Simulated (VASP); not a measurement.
## CaO: single point with PBE

Crystal: CaO.

```
Ca O
1.0
    -0.04898    2.44900    2.44900
     2.44900   -0.04898    2.44900
     2.40002    2.40002    0.00000
Ca O
1 1
Cartesian
  0.0000 0.0000 0.0000
  2.4000 2.4000 2.4490
```

This cell differs from its parent crystal: xy shear strain of -4 %.

* Program: VASP 6.6.1
* Task: single point
* Functional: PBE
* Potentials or basis: VASP PAW PBE potentials, release 64 (Ca_sv, O)
* Cutoff: 520 eV
* k mesh: 9 × 9 × 9
* Occupations: fermi-dirac, width 0.03 eV
* Spin: no spin polarisation
* Dipole correction: no
* Further INCAR settings: ALGO = Normal; EDIFF = 1e-06; NBANDS = 15

| Item | Value |
| --- | --- |
| Pressure | -3.6 GPa |
| Band gap on the k mesh | 3.62 eV (least direct gap 3.97 eV) |

Stress tensor (GPa, compression positive):
```
-3.51  2.97  0.00
 2.97 -3.51  0.00
 0.00  0.00 -3.66
```

Levels at points of the mesh, in eV from the valence-band top:
| k point | band 5 | band 6 | band 7 | band 8 | band 9 | band 10 | band 11 | band 12 |
| --- | --- | --- | --- | --- | --- | --- | --- | --- |
| (0.00, 0.00, 0.00) | -15.50 | -0.13 | -0.07 | 0.00 | 4.18 | 5.82 | 6.00 | 6.19 |

It took 47 s on 1 thread of Intel(R) Xeon(R) Platinum 8259CL CPU @ 2.50GHz (Skylake/Cascade Lake), on a shared host, peak memory 0.19 GiB.

Caveat: the cell differs from its parent crystal (xy shear strain of -4 %); the cell stands under tension. A k mesh can miss the band edges.
